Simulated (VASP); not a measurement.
# Ag (P6_3/mmc) in VASP: notebook

Ag is run at these levels: LDA; tasks: single point.

Program: VASP 6.6.1. These are calculated values, not measurements. Logs are shortened: lines on timing, memory, paths and dates and some standing lists are left out, and cuts for length are marked.

## (1) The cell of the first run

It takes space group P6_3/mmc (No. 194, hexagonal). Conventional cell: a = 2.930 Å, b = 2.930 Å, c = 4.790 Å, α = 90.00°, β = 90.00°, γ = 120.00°. Within 3.9 Å of Ag (site symmetry -6m2) lie 12 Ag at 2.93 Å.

## (2) Single point, LDA

INCAR

```
SYSTEM = Ag
ALGO = Fast
EDIFF = 1E-6
ENCUT = 520
ISIF = 2
ISMEAR = 0
LASPH = .TRUE.
LCHARG = .FALSE.
LREAL = .FALSE.
LWAVE = .FALSE.
NBANDS = 18
NELM = 60
PREC = Accurate
SIGMA = 0.15
```

KPOINTS

```
k-points
0
G
  21 21 12
  0 0 0
```

POSCAR

```
Ag
1.0
    2.9299980804      0.0000000000      0.0000000000
   -1.4649990402      2.5374527707      0.0000000000
    0.0000000000      0.0000000000      4.7900000000
Ag
2
Direct
    0.3333333333      0.6666666667      0.2500000000
    0.6666666667      0.3333333333      0.7500000000
```

Potentials or basis: VASP PAW LDA potentials, release 64 (Ag).

Command:

```console
cat potpaw_LDA.64/Ag/POTCAR > POTCAR
mpirun -np 1 vasp_std > vasp.out
```

OUTCAR:

```text
SYSTEM = Ag
   EDIFF = 1E-6
   ENCUT = 520
   ISIF = 2
   ISMEAR = 0
   LASPH = .TRUE.
   LREAL = .FALSE.
   NELM = 60
   PREC = Accurate

 ion  position               nearest neighbor table
   1  0.333  0.667  0.250-   2 2.93   2 2.93   2 2.93   2 2.93   2 2.93   2 2.93
   2  0.667  0.333  0.750-   1 2.93   1 2.93   1 2.93   1 2.93   1 2.93   1 2.93

  LATTYP: Found a hexagonal cell.
 ALAT       =     2.9299980804
 C/A-ratio  =     1.6348133577

  Lattice vectors:

 A1 = (   2.9299980804,   0.0000000000,   0.0000000000)
 A2 = (  -1.4649990402,   2.5374527707,   0.0000000000)
 A3 = (   0.0000000000,   0.0000000000,   4.7900000000)

Analysis of symmetry for initial positions (statically):
=====================================================================
 Subroutine PRICEL returns:
 Original cell was already a primitive cell.

 Routine SETGRP: Setting up the symmetry group for a
 hexagonal supercell.

 Subroutine GETGRP returns: Found 24 space group operations
 (whereof 12 operations were pure point group operations)
 out of a pool of 24 trial point group operations.

The static configuration has the point symmetry D_3d.
 The point group associated with its full space group is D_6h.

Analysis of symmetry for dynamics (positions and initial velocities):
=====================================================================
 Subroutine PRICEL returns:
 Original cell was already a primitive cell.

 Routine SETGRP: Setting up the symmetry group for a
 hexagonal supercell.

 Subroutine GETGRP returns: Found 24 space group operations
 (whereof 12 operations were pure point group operations)
 out of a pool of 24 trial point group operations.

The dynamic configuration has the point symmetry D_3d.
 The point group associated with its full space group is D_6h.

 Subroutine INISYM returns: Found 24 space group operations
 (whereof 12 operations are pure point group operations),
 and found     1 'primitive' translations

----------------------------------------------------------------------------------------

                                     Primitive cell

  volume of cell :      35.6124

  direct lattice vectors                    reciprocal lattice vectors
     2.929998080  0.000000000  0.000000000     0.341297152  0.197048003  0.000000000
    -1.464999040  2.537452771  0.000000000     0.000000000  0.394096005  0.000000000
     0.000000000  0.000000000  4.790000000     0.000000000  0.000000000  0.208768267
[... 83 lines left out ...]
   NELM   =     60;   NELMIN=  2; NELMDL= -5     # of ELM steps
   EDIFF  = 0.1E-05   stopping-criterion for ELM
   LREAL  =      F    real-space projection
   EDIFFG = 0.1E-04   stopping-criterion for IOM
   NSW    =      0    number of steps for IOM
   IBRION =     -1    ionic relax: 0-MD 1-quasi-New 2-CG
   NFREE  =      0    steps in history (QN), initial steepest desc. (CG)
   ISIF   =      2    stress and relaxation
   ISYM   =      2    0-nonsym 1-usesym 2-fastsym
   POTIM  = 0.5000    time-step for ionic-motion
   TEBEG  =    0.0;   TEEND  =   0.0 temperature during run
   PSTRESS=    0.0 pullay stress
   NELECT =      22.0000    total number of electrons
   NUPDOWN=      -1.0000    fix difference up-down
   EMIN   =  10.00;   EMAX   =-10.00  energy-range for DOS
   EFERMI =   0.00;   METHOD = LEGACY
   ISMEAR =     0;   SIGMA  =   0.15  broadening in eV -4-tet -1-fermi 0-gaus
   EFERMI_NEDOS =   21; number of points for ismear=-14 and -15
   IALGO  =     68    algorithm
   IMIX   =      4    mixing-type and parameters
     AMIX     =   0.40;   BMIX     =  1.00
     AMIX_MAG =   1.60;   BMIX_MAG =  1.00
  volume/ion in A,a.u.               =      17.81       120.16
  Fermi-wavevector in a.u.,A,eV,Ry     =   1.394276  2.634800 26.449806  1.944006
  Thomas-Fermi vector in A             =   2.517841
   LORBIT       =      0    0 simple, 1 ext, 2 COOP (PROOUT), +10 PAW based schemes
   GGA     = CA    functional components
   LHFCALC =     F    Hartree Fock is set to
   AEXX    =    0.0000 exact exchange contribution
   IVDW    =     0    specifies the selected vdW correction
   LEPSILON=     F    determine dielectric tensor
   LRPA    =     F    only Hartree local field effects (RPA)
 non-spin polarized calculation
 RMM-DIIS sequential band-by-band and
 Gauss-broadening in eV      SIGMA  =   0.15
  energy-cutoff  :      520.00
  volume of cell :       35.61
 maximum number of plane-waves:       990
 NGX is ok and might be reduce to    24
   NGX = 11   NGY = 11   NGZ = 17

 number of electron      22.0000005 magnetization

 Free energy of the ion-electron system (eV)
  ---------------------------------------------------
  ext. energy  EPLUGINS =         0.00000000
  ---------------------------------------------------
  free energy    TOTEN  =        -7.42594479 eV

  energy without entropy =       -7.41917554  energy(sigma->0) =       -7.42256017

 E-fermi :   7.5728     XC(G=0): -12.3294

 val. band max:        7.5719915866   @ k =   0.2857   0.2381   0.1667
 cond. band min:       7.5761642083   @ k =   0.3810  -0.0000   0.4167
 fundamental gap:      0.0041726217
 Fermi energy:         7.5728074141

 k-point     1 :       0.0000    0.0000    0.0000
  band No.  band energies     occupation
      1       0.0366      2.00000
      2       1.4182      2.00000
      3       2.9228      2.00000
      4       3.0169      2.00000
      5       3.0169      2.00000
      6       3.2385      2.00000
[... 481 lines left out ...]
      5       3.0798      2.00000
      6       3.1225      2.00000
[... 10 lines left out ...]
     17      23.8370      0.00000
     18      24.4473      0.00000

 [... further k-points ...]

------------------------ aborting loop because EDIFF is reached ----------------------------------------

  FORCE on cell =-STRESS in cart. coord.  units (eV):
  Direction    XX          YY          ZZ          XY          YZ          ZX
  --------------------------------------------------------------------------------------
  -------------------------------------------------------------------------------------
  Total       -2.4017269     -2.4017269     -2.2579674      0.0000000      0.0000000      0.0000000
  in kB     -108.0521441   -108.0521441   -101.5844981      0.0000000      0.0000000      0.0000000
  external PRESSURE =    -105.8962621 kB  Pullay stress =       0.0000000 kB

 VOLUME and BASIS-vectors are now :
 -----------------------------------------------------------------------------
  energy-cutoff  :      520.00
  volume of cell :       35.61
      direct lattice vectors                 reciprocal lattice vectors
     2.929998080  0.000000000  0.000000000     0.341297152  0.197048003  0.000000000
    -1.464999040  2.537452771  0.000000000     0.000000000  0.394096005  0.000000000
     0.000000000  0.000000000  4.790000000     0.000000000  0.000000000  0.208768267

 POSITION                                       TOTAL-FORCE (eV/Angst)
 -----------------------------------------------------------------------------------
     -0.00000      1.69164      1.19750         0.000000     -0.000000      0.000000
      1.46500      0.84582      3.59250         0.000000      0.000000      0.000000
 -----------------------------------------------------------------------------------
    total drift:                               -0.000000      0.000000     -0.000000

  FREE ENERGIE OF THE ION-ELECTRON SYSTEM (eV)
  ---------------------------------------------------
  free  energy   TOTEN  =        -7.4259447875 eV

  energy  without entropy=       -7.4191755437  energy(sigma->0) =       -7.42256017
```

stdout:

```text
POSCAR found type information on POSCAR Ag
 POSCAR found :  1 types and       2 ions
 scaLAPACK will be used
 LDA part: xc-table for (Slater(with rela. corr.)+CA(PZ))
 , standard interpolation
 POSCAR, INCAR and KPOINTS ok, starting setup
 FFT: planning ... GRIDC
 FFT: planning ... GRID_SOFT
 FFT: planning ... GRID
 WAVECAR not read
 entering main loop
```

It took 3.2 min on 1 thread of AMD EPYC 7R13 (Zen 3), shared host; peak memory 0.24 GiB.

What came out:

| Quantity | Value |
| --- | --- |
| Free energy | -7.4259 eV |
| Pressure | -10.6 GPa |
| Band gap on the k mesh | zero (band 11 reaches 11.50 eV, above the bottom of band 12 at 4.23 eV) |

## (3) Single point, LDA

INCAR

```
PREC = Accurate
ENCUT = 500
EDIFF = 1E-6
ISMEAR = 0
SIGMA = 0.15
LREAL = F
LASPH = T
NELM = 120
ALGO = Normal
ISIF = 2
LWAVE = F
LCHARG = T
GGA = CA
LELF = T
LVHAR = T
NBANDS = 18
GGA_COMPAT = F
```

KPOINTS

```
Automatic mesh
0
Gamma
  18 18 10
```

POSCAR is that of step 2.

Potentials or basis: VASP PAW LDA potentials, release 64 (Ag).

Command:

```console
cat potpaw_LDA.64/Ag/POTCAR > POTCAR
mpirun -np 1 vasp_std > vasp.out
```

Run time: 1.8 min. Hardware: 1 thread of Intel Xeon 8259CL, shared host; peak memory 0.23 GiB.

The run converged. Its results:

```
Free energy            : -7.4255 eV
Pressure               : -10.5 GPa
Band gap on the k mesh : zero (band 11 reaches 11.50 eV, above the bottom of band 12 at 4.23 eV)
```

Stress tensor (GPa, compression positive):
```
-10.53   0.00   0.00
  0.00 -10.53   0.00
  0.00   0.00 -10.34
```

Levels at points of the mesh, in eV from the Fermi level:
| k point | band 8 | band 9 | band 10 | band 11 | band 12 | band 13 | band 14 | band 15 |
| --- | --- | --- | --- | --- | --- | --- | --- | --- |
| (0.00, 0.00, 0.00) | -3.95 | -3.95 | -3.00 | -3.00 | -0.30 | 3.33 | 15.59 | 17.39 |
| (0.50, 0.00, 0.00) | -2.87 | -2.82 | -2.74 | 0.14 | 1.45 | 6.63 | 6.94 | 8.94 |
| (0.00, 0.00, 0.50) | -4.36 | -3.29 | -3.29 | -3.29 | -3.29 | 10.79 | 10.79 | 15.91 |
| (0.50, 0.00, 0.50) | -3.04 | -2.79 | -2.79 | 0.80 | 0.80 | 4.33 | 4.33 | 13.20 |
